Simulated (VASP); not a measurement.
# Ag (Pm-3m) in VASP: a series of runs

The runs below take Ag through single point, relaxation of cell and atoms, with PBE.

All numbers are computed with VASP 6.6.1; they aren't measurements. Logs are shortened: lines on timing, memory, paths and dates and some standing lists are left out, and cuts for length are marked.

## Step 1: The cell of the first run

Symmetry: Pm-3m, No. 221, cubic system. The conventional cell has a = 2.824 Å, b = 2.824 Å, c = 2.824 Å, α = 90.00°, β = 90.00°, γ = 90.00°. Within 3.7 Å of Ag (site symmetry m-3m) lie 6 Ag at 2.82 Å.

## Step 2: Single point, PBE (volume scaled by 1.08)

INCAR reads:

```
SYSTEM = Ag
PREC = Accurate
ENCUT = 520
EDIFF = 1E-6
ISMEAR = -1
SIGMA = 0.1
LREAL = .False.
LASPH = .True.
NELM = 60
ALGO = Normal
ISIF = 2
LWAVE = .False.
LCHARG = .True.
GGA = PE
LELF = .True.
LVHAR = .True.
NBANDS = 12
```

KPOINTS reads:

```
regular mesh
0
Gamma
  13 13 13
  0 0 0
```

POSCAR reads:

```
Ag
1.0
    2.8236880847      0.0000000000      0.0000000000
    0.0000000000      2.8236880847      0.0000000000
    0.0000000000      0.0000000000      2.8236880847
Ag
1
Direct
    0.0000000000      0.0000000000      0.0000000000
```

Potentials or basis: VASP PAW PBE potentials, release 64 (Ag).

Launch:

```console
$ cat potpaw_PBE.64/Ag/POTCAR > POTCAR
$ mpirun -np 1 vasp_std > vasp.out
```

OUTCAR:

```text
SYSTEM = Ag
   PREC = Accurate
   ENCUT = 520
   EDIFF = 1E-6
   ISMEAR = -1
   LREAL = .False.
   LASPH = .True.
   NELM = 60
   ISIF = 2
   GGA = PE

 ion  position               nearest neighbor table
   1  0.000  0.000  0.000-

  LATTYP: Found a simple cubic cell.
 ALAT       =     2.8236880847

  Lattice vectors:

 A1 = (   2.8236880847,   0.0000000000,   0.0000000000)
 A2 = (   0.0000000000,   2.8236880847,   0.0000000000)
 A3 = (   0.0000000000,   0.0000000000,   2.8236880847)

Analysis of symmetry for initial positions (statically):
=====================================================================
 Subroutine PRICEL returns:
 Original cell was already a primitive cell.

 Routine SETGRP: Setting up the symmetry group for a
 simple cubic supercell.

 Subroutine GETGRP returns: Found 48 space group operations
 (whereof 48 operations were pure point group operations)
 out of a pool of 48 trial point group operations.

The static configuration has the point symmetry O_h .

Analysis of symmetry for dynamics (positions and initial velocities):
=====================================================================
 Subroutine PRICEL returns:
 Original cell was already a primitive cell.

 Routine SETGRP: Setting up the symmetry group for a
 simple cubic supercell.

 Subroutine GETGRP returns: Found 48 space group operations
 (whereof 48 operations were pure point group operations)
 out of a pool of 48 trial point group operations.

The dynamic configuration has the point symmetry O_h .

 Subroutine INISYM returns: Found 48 space group operations
 (whereof 48 operations are pure point group operations),
 and found     1 'primitive' translations

----------------------------------------------------------------------------------------

                                     Primitive cell

  volume of cell :      22.5139

  direct lattice vectors                    reciprocal lattice vectors
     2.823688085  0.000000000  0.000000000     0.354146765  0.000000000  0.000000000
     0.000000000  2.823688085  0.000000000     0.000000000  0.354146765  0.000000000
     0.000000000  0.000000000  2.823688085     0.000000000  0.000000000  0.354146765

  length of vectors
     2.823688085  2.823688085  2.823688085     0.354146765  0.354146765  0.354146765

  position of ions in fractional coordinates (direct lattice)
     0.000000000  0.000000000  0.000000000

  ion indices of the primitive-cell ions
   primitive index   ion index
                 1           1

----------------------------------------------------------------------------------------

 KPOINTS: regular mesh

Automatic generation of k-mesh.
 Grid dimensions read from file:
 generate k-points for:   13   13   13

 Generating k-lattice:

  Cartesian coordinates                     Fractional coordinates (reciprocal lattice)
     0.027242059  0.000000000  0.000000000     0.076923077  0.000000000  0.000000000
     0.000000000  0.027242059  0.000000000     0.000000000  0.076923077  0.000000000
     0.000000000  0.000000000  0.027242059     0.000000000  0.000000000  0.076923077

  Length of vectors
     0.027242059  0.027242059  0.027242059

  Shift w.r.t. Gamma in fractional coordinates (k-lattice)
     0.000000000  0.000000000  0.000000000

 Subroutine IBZKPT returns following result:
 ===========================================

 Found     84 irreducible k-points:

 Following reciprocal coordinates:
            Coordinates               Weight
  0.000000  0.000000  0.000000      1.000000
  0.076923  0.000000  0.000000      6.000000
  0.153846  0.000000  0.000000      6.000000
  0.230769  0.000000  0.000000      6.000000
  0.307692  0.000000  0.000000      6.000000
  0.384615  0.000000  0.000000      6.000000
[... 16 lines left out ...]
  0.307692  0.307692  0.000000     12.000000
  0.384615  0.307692  0.000000     24.000000
 [... further k-points ...]
   k-points           NKPTS =     84   k-points in BZ     NKDIM =     84   number of bands    NBANDS=     12
   number of dos      NEDOS =    301   number of ions     NIONS =      1
   total plane-waves  NPLWV =  13824
   dimension x,y,z NGX =    24 NGY =   24 NGZ =   24
   dimension x,y,z NGXF=    48 NGYF=   48 NGZF=   48
   ions per type =               1
   NGX,Y,Z   is equivalent  to a cutoff of  14.13, 14.13, 14.13 a.u.
   NGXF,Y,Z  is equivalent  to a cutoff of  28.26, 28.26, 28.26 a.u.
 SYSTEM =  Ag
   PREC   = accura    normal or accurate (medium, high low for compatibility)
   ISTART =      0    job   : 0-new  1-cont  2-samecut
   ICHARG =      2    charge: 1-file 2-atom 10-const
   ISPIN  =      1    spin polarized calculation?
   LNONCOLLINEAR =      F non collinear calculations
   LSORBIT =      F    spin-orbit coupling
   LASPH  =      T    aspherical Exc in radial PAW
   ENCUT  =  520.0 eV  38.22 Ry    6.18 a.u.   5.25  5.25  5.25*2*pi/ulx,y,z
   NELM   =     60;   NELMIN=  2; NELMDL= -5     # of ELM steps
   EDIFF  = 0.1E-05   stopping-criterion for ELM
   LREAL  =      F    real-space projection
   EDIFFG = 0.1E-04   stopping-criterion for IOM
   NSW    =      0    number of steps for IOM
   IBRION =     -1    ionic relax: 0-MD 1-quasi-New 2-CG
   NFREE  =      0    steps in history (QN), initial steepest desc. (CG)
   ISIF   =      2    stress and relaxation
   ISYM   =      2    0-nonsym 1-usesym 2-fastsym
   POTIM  = 0.5000    time-step for ionic-motion
   TEBEG  =    0.0;   TEEND  =   0.0 temperature during run
   PSTRESS=    0.0 pullay stress
   NELECT =      11.0000    total number of electrons
   NUPDOWN=      -1.0000    fix difference up-down
   EMIN   =  10.00;   EMAX   =-10.00  energy-range for DOS
   EFERMI =   0.00;   METHOD = LEGACY
   ISMEAR =    -1;   SIGMA  =   0.10  broadening in eV -4-tet -1-fermi 0-gaus
   EFERMI_NEDOS =   21; number of points for ismear=-14 and -15
   IALGO  =     38    algorithm
   IMIX   =      4    mixing-type and parameters
     AMIX     =   0.40;   BMIX     =  1.00
     AMIX_MAG =   1.60;   BMIX_MAG =  1.00
  volume/ion in A,a.u.               =      22.51       151.93
  Fermi-wavevector in a.u.,A,eV,Ry     =   1.289404  2.436620 22.620538  1.662563
  Thomas-Fermi vector in A             =   2.421299
   LORBIT       =      0    0 simple, 1 ext, 2 COOP (PROOUT), +10 PAW based schemes
   GGA     = PE    functional components
   LHFCALC =     F    Hartree Fock is set to
   AEXX    =    0.0000 exact exchange contribution
   IVDW    =     0    specifies the selected vdW correction
   LEPSILON=     F    determine dielectric tensor
   LRPA    =     F    only Hartree local field effects (RPA)
 non-spin polarized calculation
  energy-cutoff  :      520.00
  volume of cell :       22.51
 maximum number of plane-waves:       624
 NGX is ok and might be reduce to    24
   NGX = 11   NGY = 11   NGZ = 11

 number of electron      11.0000004 magnetization

 Free energy of the ion-electron system (eV)
  ---------------------------------------------------
  ext. energy  EPLUGINS =         0.00000000
  ---------------------------------------------------
  free energy    TOTEN  =        -2.36599084 eV

  energy without entropy =       -2.35530246  energy(sigma->0) =       -2.36064665

 E-fermi :   5.1032     XC(G=0): -10.5414

 val. band max:        4.9657811327   @ k =   0.3846   0.3077   0.0000
 cond. band min:       5.1115653669   @ k =   0.3846   0.3077   0.0769
 fundamental gap:      0.1457842341
 Fermi energy:         5.1031606521

 k-point     1 :       0.0000    0.0000    0.0000
  band No.  band energies     occupation
      1      -0.8277      2.00000
      2      -0.2637      2.00000
      3      -0.2637      2.00000
      4       2.2649      2.00000
      5       2.2649      2.00000
      6       2.2649      2.00000
      7      18.4038      0.00000
      8      18.4038      0.00000
      9      18.4038      0.00000
     10      23.1134      0.00000
     11      23.1134      0.00000
     12      23.4650      0.00000

 k-point     2 :       0.0769    0.0000    0.0000
  band No.  band energies     occupation
      1      -0.7084      2.00000
      2      -0.2497      2.00000
      3      -0.1842      2.00000
      4       2.2144      2.00000
      5       2.2144      2.00000
      6       2.2691      2.00000
      7      17.1719      0.00000
      8      18.5854      0.00000
      9      18.5854      0.00000
     10      23.0403      0.00000
     11      23.3096      0.00000
     12      24.6773      0.00000

 k-point     3 :       0.1538    0.0000    0.0000
  band No.  band energies     occupation
      1      -0.4412      2.00000
      2      -0.2106      2.00000
      3       0.1326      2.00000
      4       2.0773      2.00000
      5       2.0773      2.00000
      6       2.2807      2.00000
      7      14.9748      0.00000
      8      19.1113      0.00000
      9      19.1113      0.00000
     10      22.8314      0.00000
     11      23.3504      0.00000
     12      27.3422      0.00000
[... 286 lines left out ...]
 k-point    23 :       0.3077    0.3077    0.0000
  band No.  band energies     occupation
      1       0.1736      2.00000
      2       0.5097      2.00000
      3       1.4845      2.00000
      4       1.7622      2.00000
      5       1.8081      2.00000
      6       3.7920      2.00000
      7      11.4780      0.00000
      8      13.5966      0.00000
      9      20.0836      0.00000
     10      23.5956      0.00000
     11      23.8041      0.00000
     12      27.6000      0.00000

 k-point    24 :       0.3846    0.3077    0.0000
  band No.  band energies     occupation
      1       0.2420      2.00000
      2       0.3190      2.00000
      3       1.6402      2.00000
      4       1.7905      2.00000
      5       1.8111      2.00000
      6       4.9658      1.59599
      7       9.9768      0.00000
      8      14.0510      0.00000
      9      18.3455      0.00000
     10      24.0450      0.00000
     11      24.8070      0.00000
     12      27.0411      0.00000

 [... further k-points ...]

------------------------ aborting loop because EDIFF is reached ----------------------------------------

  FORCE on cell =-STRESS in cart. coord.  units (eV):
  Direction    XX          YY          ZZ          XY          YZ          ZX
  --------------------------------------------------------------------------------------
  -------------------------------------------------------------------------------------
  Total       -0.5975257     -0.5975257     -0.5975257     -0.0000000      0.0000000     -0.0000000
  in kB      -42.5223224    -42.5223224    -42.5223224     -0.0000000      0.0000000     -0.0000000
  external PRESSURE =     -42.5223224 kB  Pullay stress =       0.0000000 kB

 VOLUME and BASIS-vectors are now :
 -----------------------------------------------------------------------------
  energy-cutoff  :      520.00
  volume of cell :       22.51
      direct lattice vectors                 reciprocal lattice vectors
     2.823688085  0.000000000  0.000000000     0.354146765  0.000000000  0.000000000
     0.000000000  2.823688085  0.000000000     0.000000000  0.354146765  0.000000000
     0.000000000  0.000000000  2.823688085     0.000000000  0.000000000  0.354146765

 POSITION                                       TOTAL-FORCE (eV/Angst)
 -----------------------------------------------------------------------------------
      0.00000      0.00000      0.00000         0.000000      0.000000      0.000000
 -----------------------------------------------------------------------------------
    total drift:                                0.000000     -0.000000      0.000000

  FREE ENERGIE OF THE ION-ELECTRON SYSTEM (eV)
  ---------------------------------------------------
  free  energy   TOTEN  =        -2.3659908384 eV

  energy  without entropy=       -2.3553024567  energy(sigma->0) =       -2.36064665
```

Run time: 9.3 s. Hardware: 1 thread of Intel Xeon 6975P-C, shared host; peak memory 0.15 GiB.

Results:

```yaml
Free_energy: -2.3660 eV
Pressure: -4.3 GPa
```

Caveat: the cell differs from its parent crystal (volume scaled by 1.08).

## Step 3: Single point, PBE (volume scaled by 1.12)

INCAR reads:

```
SYSTEM = Ag
PREC = Accurate ; ENCUT = 520
EDIFF = 1E-6 ; ISMEAR = -1
SIGMA = 0.1 ; LREAL = .False.
LASPH = .True. ; NELM = 100
ALGO = Normal ; ISIF = 2
LWAVE = .False. ; LCHARG = .True.
GGA = PE ; LELF = .True.
LVHAR = .True. ; NBANDS = 12
```

KPOINTS reads:

```
Automatic mesh
0
Gamma
  13 13 13
  0 0 0
```

POSCAR reads:

```
Ag
1.0
    2.8581266994      0.0000000000      0.0000000000
    0.0000000000      2.8581266994      0.0000000000
    0.0000000000      0.0000000000      2.8581266994
Ag
1
Direct
    0.0000000000      0.0000000000      0.0000000000
```

Potentials or basis: VASP PAW PBE potentials, release 64 (Ag).

Launch:

```console
$ cat potpaw_PBE.64/Ag/POTCAR > POTCAR
$ mpirun -np 1 vasp_std > vasp.out
```

OUTCAR:

```text
SYSTEM = Ag
   PREC = Accurate
   ENCUT = 520
   EDIFF = 1E-6
   ISMEAR = -1
   LREAL = .False.
   LASPH = .True.
   NELM = 100
   ISIF = 2
   GGA = PE

 ion  position               nearest neighbor table
   1  0.000  0.000  0.000-

  LATTYP: Found a simple cubic cell.
 ALAT       =     2.8581266994

  Lattice vectors:

 A1 = (   2.8581266994,   0.0000000000,   0.0000000000)
 A2 = (   0.0000000000,   2.8581266994,   0.0000000000)
 A3 = (   0.0000000000,   0.0000000000,   2.8581266994)

Analysis of symmetry for initial positions (statically):
=====================================================================
 Subroutine PRICEL returns:
 Original cell was already a primitive cell.

 Routine SETGRP: Setting up the symmetry group for a
 simple cubic supercell.

 Subroutine GETGRP returns: Found 48 space group operations
 (whereof 48 operations were pure point group operations)
 out of a pool of 48 trial point group operations.

The static configuration has the point symmetry O_h .

Analysis of symmetry for dynamics (positions and initial velocities):
[... 167 lines left out ...]
      2      -0.4728      2.00000
      3      -0.4728      2.00000
      4       1.9024      2.00000
      5       1.9024      2.00000
      6       1.9024      2.00000
      7      17.7842      0.00000
      8      17.7842      0.00000
      9      17.7842      0.00000
     10      22.3475      0.00000
     11      22.3475      0.00000
     12      22.6698      0.00000
[... 331 lines left out ...]
 k-point    24 :       0.3846    0.3077    0.0000
  band No.  band energies     occupation
      1       0.0044      2.00000
      2       0.0900      2.00000
      3       1.3184      2.00000
      4       1.4667      2.00000
      5       1.4783      2.00000
      6       4.6158      1.59305
      7       9.5079      0.00000
      8      13.4434      0.00000
      9      17.6962      0.00000
     10      23.3854      0.00000
     11      23.9823      0.00000
     12      26.3212      0.00000

 [... further k-points ...]

------------------------ aborting loop because EDIFF is reached ----------------------------------------

  FORCE on cell =-STRESS in cart. coord.  units (eV):
  Direction    XX          YY          ZZ          XY          YZ          ZX
  --------------------------------------------------------------------------------------
  -------------------------------------------------------------------------------------
  Total       -0.8106766     -0.8106766     -0.8106766     -0.0000000      0.0000000     -0.0000000
  in kB      -55.6306033    -55.6306033    -55.6306033     -0.0000000      0.0000000     -0.0000000
  external PRESSURE =     -55.6306033 kB  Pullay stress =       0.0000000 kB

 VOLUME and BASIS-vectors are now :
 -----------------------------------------------------------------------------
  energy-cutoff  :      520.00
  volume of cell :       23.35
      direct lattice vectors                 reciprocal lattice vectors
     2.858126699  0.000000000  0.000000000     0.349879521  0.000000000  0.000000000
     0.000000000  2.858126699  0.000000000     0.000000000  0.349879521  0.000000000
     0.000000000  0.000000000  2.858126699     0.000000000  0.000000000  0.349879521

 POSITION                                       TOTAL-FORCE (eV/Angst)
 -----------------------------------------------------------------------------------
      0.00000      0.00000      0.00000         0.000000      0.000000      0.000000
 -----------------------------------------------------------------------------------
    total drift:                                0.000000     -0.000000      0.000000

  FREE ENERGIE OF THE ION-ELECTRON SYSTEM (eV)
  ---------------------------------------------------
  free  energy   TOTEN  =        -2.3406204360 eV

  energy  without entropy=       -2.3296757250  energy(sigma->0) =       -2.33514808
```

stdout:

```text
POSCAR found type information on POSCAR Ag
 POSCAR found :  1 types and       1 ions
 scaLAPACK will be used
 LDA part: xc-table for (Slater+PW92), standard interpolation
 POSCAR, INCAR and KPOINTS ok, starting setup
 FFT: planning ... GRIDC
 FFT: planning ... GRID_SOFT
 FFT: planning ... GRID
 WAVECAR not read
 entering main loop
```

Run time: 6.6 s. Hardware: 1 thread of Intel Xeon 6975P-C, shared host; peak memory 0.15 GiB.

What came out:

* Free energy: -2.3406 eV
* Pressure: -5.6 GPa

Levels at points of the mesh, in eV from the Fermi level:
```tsv
k point	band 4	band 5	band 6	band 7	band 8	band 9
(0.00, 0.00, 0.00)	-2.85	-2.85	-2.85	13.03	13.03	13.03
```

Caveat: the cell differs from its parent crystal (volume scaled by 1.12).

## Step 4: Single point, PBE

This run uses another cell than the first one, of 20.85 Å³/atom, 0.926 times its volume.

INCAR reads:

```
PREC = Accurate ; ENCUT = 520
EDIFF = 1E-6 ; ISMEAR = -1
SIGMA = 0.1 ; LREAL = False
LASPH = True ; NELM = 80
ALGO = Normal ; ISIF = 2
LWAVE = False ; LCHARG = False
GGA = PE ; NBANDS = 12
```

KPOINTS reads:

```
Automatic mesh
0
Gamma
  19 19 19
```

POSCAR reads:

```
Ag
1.0
    2.7521713490      0.0000000000      0.0000000000
    0.0000000000      2.7521713490      0.0000000000
    0.0000000000      0.0000000000      2.7521713490
Ag
1
Direct
    0.0000000000      0.0000000000      0.0000000000
```

Launch:

```console
$ cat potpaw_PBE.64/Ag/POTCAR > POTCAR
$ mpirun -np 1 vasp_std > vasp.out
```

It took 17 s on 1 thread of Intel Xeon 6975P-C, shared host; peak memory 0.17 GiB.

Results (log left out):

```yaml
Free_energy: -2.3920 eV
Pressure: -0.2 GPa
```

Levels at points of the mesh, in eV from the Fermi level:
| k point | band 2 | band 3 | band 4 | band 5 | band 6 | band 7 | band 8 | band 9 | band 10 | band 11 |
| --- | --- | --- | --- | --- | --- | --- | --- | --- | --- | --- |
| (0.00, 0.00, 0.00) | -5.69 | -5.69 | -2.80 | -2.80 | -2.80 | 13.89 | 13.89 | 13.89 | 18.93 | 18.93 |

## Step 5: Relaxation of cell and atoms, PBE

This run uses another cell than the first one, of 18.42 Å³/atom, 0.818 times its volume.

INCAR reads:

```
  ALGO = Normal
  EDIFF = 1E-6
  EDIFFG = -0.01
  ENCUT = 600
  GGA = PE
  IBRION = 2
  ISIF = 3
  ISMEAR = -1
  LASPH = True
  LCHARG = False
  LREAL = False
  LWAVE = False
  NELM = 60
  NSW = 80
  PREC = Accurate
  SIGMA = 0.1
```

KPOINTS reads:

```
k-points
0
Gamma
  12 12 12
```

POSCAR reads:

```
Ag
1.0
    2.6410353091      0.0000000000      0.0000000000
    0.0000000000      2.6410353091      0.0000000000
    0.0000000000      0.0000000000      2.6410353091
Ag
1
Direct
    0.0000000000      0.0000000000      0.0000000000
```

Launch:

```console
$ cat potpaw_PBE.64/Ag/POTCAR > POTCAR
$ mpirun -np 1 vasp_std > vasp.out
```

Run time: 16 s. Hardware: 1 thread of Intel Xeon 6975P-C, shared host; peak memory 0.16 GiB.

Results (log left out):

| Quantity | Value |
| --- | --- |
| Free energy | -2.3892 eV |
| Relaxed volume | 20.78 Å³/atom |
| Relaxed cell | a = 2.749 Å, b = 2.749 Å, c = 2.749 Å, α = 90.00°, β = 90.00°, γ = 90.00° |
| Space group after relaxing (to 0.05 Å) | Pm-3m (No. 221) |
| Energy gained by relaxing | 73.2 meV/atom |
| Ionic steps | 3 |
| Pressure after relaxing | 0.1 GPa |

The path:
```tsv
step	energy change (eV)	largest force (eV/Å)	pressure (GPa)	volume (Å³)
1	0.0000	0.0000	11.36	18.42
2	-0.0579	0.0000	-3.41	22.13
3	-0.0732	0.0000	0.06	20.78
```

Final structure:
```yaml
crystal:
  lattice:
    - [2.74908, 0.00000, 0.00000]
    - [0.00000, 2.74908, 0.00000]
    - [0.00000, 0.00000, 2.74908]
  atoms:
    - { symbol: Ag, position: [0.00000, 0.00000, 0.00000] }
```

Levels at points of the mesh, in eV from the Fermi level:
```tsv
k point	band 1	band 2	band 3	band 4	band 5	band 6	band 7	band 8	band 9
(0.00, 0.00, 0.00)	-6.35	-5.69	-5.69	-2.79	-2.79	-2.79	13.93	13.93	13.93
(0.50, 0.00, 0.00)	-5.39	-5.10	-3.72	-3.72	-2.70	-0.47	1.65	17.00	18.81
(0.50, 0.50, 0.00)	-5.66	-4.93	-3.56	-3.56	-2.03	3.86	3.86	7.35	9.47
(0.50, 0.50, 0.50)	-5.15	-5.15	-5.15	-1.98	-1.98	8.44	8.44	8.44	10.20
```

(Continued in part 2 of 2.)
